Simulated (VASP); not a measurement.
LiMg3:

```xyz
4
Lattice="4.9267 0.0000 0.0000 2.4633 4.2666 0.0000 2.4633 1.4222 4.0226" Properties=species:S:1:pos:R:3 pbc="T T T"
Li    4.9267    2.8444    2.0113
Mg    0.0000    0.0000    0.0000
Mg    2.4633    1.4222    1.0057
Mg    7.3900    4.2666    3.0170
```

```yaml
Program: VASP 6.6.1
Task: relaxation of cell and atoms
Functional: LDA
Potentials_or_basis: VASP PAW LDA potentials, release 64 (Li_sv, Mg)
Cutoff: 600 eV
k_mesh: 6 × 6 × 6
Occupations: fermi-dirac, width 0.1 eV
Spin: no spin polarisation
```

At the start: pressure -1.4 GPa; volume 21.14 Å³/atom.

Where does the relaxation end?

Over 3 steps the energy falls by 4.3 meV/atom and the volume is 20.21 Å³/atom (-4.4 %); space group Fm-3m (No. 225, to 0.05 Å).

The path:
| step | energy change (eV) | largest force (eV/Å) | pressure (GPa) | volume (Å³) |
| --- | --- | --- | --- | --- |
| 1 | 0.0000 | 0.0000 | -1.43 | 84.56 |
| 2 | -0.0147 | 0.0000 | -0.60 | 82.26 |
| 3 | -0.0174 | 0.0000 | -0.02 | 80.85 |

Final structure:
```
Li Mg
1.0
     4.85370    0.00000    0.00000
     2.42685    4.20343    0.00000
     2.42685    1.40114    3.96303
Li Mg
1 3
Direct
  0.50000 0.50000 0.50000
  0.00000 0.00000 0.00000
  0.25000 0.25000 0.25000
  0.75000 0.75000 0.75000
```

Caveat: the cutoff is under 1.25 times the usual one of these potentials, so pressure, stress and relaxed cells hold a basis-set (Pulay) error.
